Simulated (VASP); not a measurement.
# Zr (Fd-3m) in VASP: notebook

Runs on Zr. Level: PBEsol. Tasks: relaxation of cell and atoms, single point.

Everything below comes from runs of VASP 6.6.1. Logs are shortened: lines on timing, memory, paths and dates and some standing lists are left out, and cuts for length are marked.

## Step 1: The cell of the first run

The structure is cubic, space group Fd-3m (No. 227). The conventional cell has a = 6.079 Å, b = 6.079 Å, c = 6.079 Å, α = 90.00°, β = 90.00°, γ = 90.00°. Zr (site symmetry -43m) has 4 Zr at 2.63 Å within 3.5 Å.

## Step 2: Relaxation of cell and atoms, PBEsol

File INCAR:

```
PREC = Accurate ; ENCUT = 600
EDIFF = 1E-6 ; ISMEAR = -1
SIGMA = 0.1 ; LREAL = F
LASPH = T ; NELM = 60
ALGO = Normal ; ISIF = 3
LWAVE = F ; LCHARG = F
GGA = PS ; IBRION = 2
NSW = 60 ; EDIFFG = -0.005
```

File KPOINTS:

```
regular mesh
0
Gamma
  12 12 12
```

File POSCAR:

```
Zr
1.0
    0.0000000000      3.0396135098      3.0396135098
    3.0396135098      0.0000000000      3.0396135098
    3.0396135098      3.0396135098      0.0000000000
Zr
2
Direct
   -0.1250000000     -0.1250000000     -0.1250000000
    0.1250000000      0.1250000000      0.1250000000
```

Potentials or basis: VASP PAW PBE potentials, release 64 (Zr_sv).

On the command line:

```bash
> cat potpaw_PBE.64/Zr_sv/POTCAR > POTCAR
> mpirun -np 1 vasp_std > vasp.out
```

OUTCAR:

```text
PREC = Accurate
   ENCUT = 600
   EDIFF = 1E-6
   ISMEAR = -1
   LREAL = F
   LASPH = T
   NELM = 60
   ISIF = 3
   GGA = PS
   IBRION = 2
   NSW = 60
   EDIFFG = -0.005

 ion  position               nearest neighbor table
   1  0.875  0.875  0.875-   2 2.63   2 2.63   2 2.63   2 2.63
   2  0.125  0.125  0.125-   1 2.63   1 2.63   1 2.63   1 2.63

  LATTYP: Found a face centered cubic cell.
 ALAT       =     6.0792270196

  Lattice vectors:

 A1 = (   0.0000000000,   3.0396135098,   3.0396135098)
 A2 = (   3.0396135098,   0.0000000000,   3.0396135098)
 A3 = (   3.0396135098,   3.0396135098,   0.0000000000)

Analysis of symmetry for initial positions (statically):
=====================================================================
 Subroutine PRICEL returns:
 Original cell was already a primitive cell.

 Routine SETGRP: Setting up the symmetry group for a
 face centered cubic supercell.

 Subroutine GETGRP returns: Found 48 space group operations
 (whereof 12 operations were pure point group operations)
 out of a pool of 48 trial point group operations.

The static configuration has the point symmetry D_3d.
 The point group associated with its full space group is O_h .

Analysis of symmetry for dynamics (positions and initial velocities):
=====================================================================
 Subroutine PRICEL returns:
 Original cell was already a primitive cell.

 Routine SETGRP: Setting up the symmetry group for a
 face centered cubic supercell.

 Subroutine GETGRP returns: Found 48 space group operations
 (whereof 12 operations were pure point group operations)
 out of a pool of 48 trial point group operations.

The dynamic configuration has the point symmetry D_3d.
 The point group associated with its full space group is O_h .

 Subroutine INISYM returns: Found 48 space group operations
 (whereof 12 operations are pure point group operations),
 and found     1 'primitive' translations

----------------------------------------------------------------------------------------

                                     Primitive cell

  volume of cell :      56.1675

  direct lattice vectors                    reciprocal lattice vectors
     0.000000000  3.039613510  3.039613510    -0.164494597  0.164494597  0.164494597
     3.039613510  0.000000000  3.039613510     0.164494597 -0.164494597  0.164494597
     3.039613510  3.039613510  0.000000000     0.164494597  0.164494597 -0.164494597

  length of vectors
     4.298662650  4.298662650  4.298662650     0.284913000  0.284913000  0.284913000

  position of ions in fractional coordinates (direct lattice)
     0.875000000  0.875000000  0.875000000
     0.125000000  0.125000000  0.125000000
[... 62 lines left out ...]
   dimension x,y,z NGX =    36 NGY =   36 NGZ =   36
   dimension x,y,z NGXF=    72 NGYF=   72 NGZF=   72
   ions per type =               2
   NGX,Y,Z   is equivalent  to a cutoff of  13.92, 13.92, 13.92 a.u.
   NGXF,Y,Z  is equivalent  to a cutoff of  27.85, 27.85, 27.85 a.u.
 SYSTEM =  unknown system
   PREC   = accura    normal or accurate (medium, high low for compatibility)
   ISTART =      0    job   : 0-new  1-cont  2-samecut
   ICHARG =      2    charge: 1-file 2-atom 10-const
   ISPIN  =      1    spin polarized calculation?
   LNONCOLLINEAR =      F non collinear calculations
   LSORBIT =      F    spin-orbit coupling
   LASPH  =      T    aspherical Exc in radial PAW
   ENCUT  =  600.0 eV  44.10 Ry    6.64 a.u.   8.59  8.59  8.59*2*pi/ulx,y,z
   NELM   =     60;   NELMIN=  2; NELMDL= -5     # of ELM steps
   EDIFF  = 0.1E-05   stopping-criterion for ELM
   LREAL  =      F    real-space projection
   EDIFFG = -.5E-02   stopping-criterion for IOM
   NSW    =     60    number of steps for IOM
   IBRION =      2    ionic relax: 0-MD 1-quasi-New 2-CG
   NFREE  =      1    steps in history (QN), initial steepest desc. (CG)
   ISIF   =      3    stress and relaxation
   ISYM   =      2    0-nonsym 1-usesym 2-fastsym
   POTIM  = 0.5000    time-step for ionic-motion
   TEBEG  =    0.0;   TEEND  =   0.0 temperature during run
   PSTRESS=    0.0 pullay stress
   NELECT =      24.0000    total number of electrons
   NUPDOWN=      -1.0000    fix difference up-down
   EMIN   =  10.00;   EMAX   =-10.00  energy-range for DOS
   EFERMI =   0.00;   METHOD = LEGACY
   ISMEAR =    -1;   SIGMA  =   0.10  broadening in eV -4-tet -1-fermi 0-gaus
   EFERMI_NEDOS =   21; number of points for ismear=-14 and -15
   IALGO  =     38    algorithm
   IMIX   =      4    mixing-type and parameters
     AMIX     =   0.40;   BMIX     =  1.00
     AMIX_MAG =   1.60;   BMIX_MAG =  1.00
  volume/ion in A,a.u.               =      28.08       189.52
  Fermi-wavevector in a.u.,A,eV,Ry     =   1.233058  2.330142 20.686738  1.520432
  Thomas-Fermi vector in A             =   2.367804
   LORBIT       =      0    0 simple, 1 ext, 2 COOP (PROOUT), +10 PAW based schemes
   GGA     = PS    functional components
   LHFCALC =     F    Hartree Fock is set to
   AEXX    =    0.0000 exact exchange contribution
   IVDW    =     0    specifies the selected vdW correction
   LEPSILON=     F    determine dielectric tensor
   LRPA    =     F    only Hartree local field effects (RPA)
 conjugate gradient relaxation of ions
 non-spin polarized calculation
  energy-cutoff  :      600.00
  volume of cell :       56.17
 maximum number of plane-waves:      1895
   NGX = 17   NGY = 17   NGZ = 17

--------------------------------------- Ionic step        1  -------------------------------------------

 number of electron      24.0000000 magnetization

 Free energy of the ion-electron system (eV)
  ---------------------------------------------------
  ext. energy  EPLUGINS =         0.00000000
  ---------------------------------------------------
  free energy    TOTEN  =       -13.33954459 eV

  energy without entropy =      -13.19539617  energy(sigma->0) =      -13.26747038

 E-fermi :   6.3198     XC(G=0): -10.0627

 val. band max:        6.3188569000   @ k =   0.2500   0.1667   0.0000
 cond. band min:       6.3250743178   @ k =   0.0833   0.0000   0.0000
 fundamental gap:      0.0062174178
 Fermi energy:         6.3198114869

 k-point     1 :       0.0000    0.0000    0.0000
  band No.  band energies     occupation
      1     -42.4954      2.00000
      2     -41.7109      2.00000
      3     -20.9184      2.00000
      4     -20.9184      2.00000
      5     -20.9184      2.00000
      6     -19.6757      2.00000
[... 518 lines left out ...]
--------------------------------------- Ionic step        3  -------------------------------------------

 number of electron      24.0000000 magnetization

 Free energy of the ion-electron system (eV)
  ---------------------------------------------------
  ext. energy  EPLUGINS =         0.00000000
  ---------------------------------------------------
  free energy    TOTEN  =       -13.34794009 eV

  energy without entropy =      -13.20027812  energy(sigma->0) =      -13.27410910

 E-fermi :   5.9956     XC(G=0):  -9.9161

 val. band max:        5.9947680570   @ k =   0.3333   0.3333   0.0000
 cond. band min:       5.9957146852   @ k =   0.2500   0.1667   0.0833
 fundamental gap:      0.0009466282
 Fermi energy:         5.9956133942

 k-point     1 :       0.0000    0.0000    0.0000
  band No.  band energies     occupation
      1     -42.8063      2.00000
      2     -42.1056      2.00000
      3     -21.2078      2.00000
      4     -21.2078      2.00000
      5     -21.2078      2.00000
      6     -20.0609      2.00000
[... 476 lines left out ...]
  FREE ENERGIE OF THE ION-ELECTRON SYSTEM (eV)
  ---------------------------------------------------
  free  energy   TOTEN  =       -13.3479400894 eV

  energy  without entropy=      -13.2002781198  energy(sigma->0) =      -13.27410910

 reached required accuracy - stopping structural energy minimisation
```

Wall time 72 s (1 thread of Intel Xeon 6975P-C (Granite Rapids), shared host); peak memory 0.24 GiB.

What came out:

```yaml
Free_energy: -13.3479 eV
Relaxed_volume: 29.07 Å³/atom
Relaxed_cell: a = 4.348 Å, b = 4.348 Å, c = 4.348 Å, α = 60.00°, β = 60.00°, γ = 60.00°
Space_group_after_relaxing_to_0.05_Å: Fd-3m (No. 227)
Energy_gained_by_relaxing: 4.2 meV/atom
Ionic_steps: 3
Pressure_after_relaxing: 0.0 GPa
Band_gap_on_the_k_mesh: zero (band 12 reaches 6.07 eV, above the bottom of band 13 at 5.82 eV)
```

The path:
| step | energy change (eV) | largest force (eV/Å) | pressure (GPa) | volume (Å³) |
| --- | --- | --- | --- | --- |
| 1 | 0.0000 | 0.0000 | 1.40 | 56.17 |
| 2 | -0.0084 | 0.0000 | -0.03 | 58.19 |
| 3 | -0.0084 | 0.0000 | -0.01 | 58.14 |

Final structure:
```cif
data_structure
_symmetry_space_group_name_H-M 'P 1'
_symmetry_Int_Tables_number 1
_cell_length_a 4.3484
_cell_length_b 4.3484
_cell_length_c 4.3484
_cell_angle_alpha 60.000
_cell_angle_beta 60.000
_cell_angle_gamma 60.000
_cell_volume 58.14
loop_
_atom_site_label
_atom_site_type_symbol
_atom_site_fract_x
_atom_site_fract_y
_atom_site_fract_z
_atom_site_occupancy
Zr1 Zr 0.87500 0.87500 0.87500 1
Zr2 Zr 0.12500 0.12500 0.12500 1
```

Levels at points of the mesh, in eV from the Fermi level:
| k point | band 10 | band 11 | band 12 | band 13 | band 14 | band 15 |
| --- | --- | --- | --- | --- | --- | --- |
| (0.00, 0.00, 0.00) | -0.94 | -0.94 | 0.02 | 0.02 | 0.02 | 2.25 |
| (0.50, 0.00, 0.00) | -1.24 | -0.82 | -0.82 | -0.18 | -0.18 | 0.88 |
| (0.50, 0.50, 0.00) | -1.96 | -0.11 | -0.11 | 0.52 | 0.52 | 1.77 |

Caveat: the PAW data sets were made with another functional, which shifts forces and pressure a little.

[end of part 1 of 2]
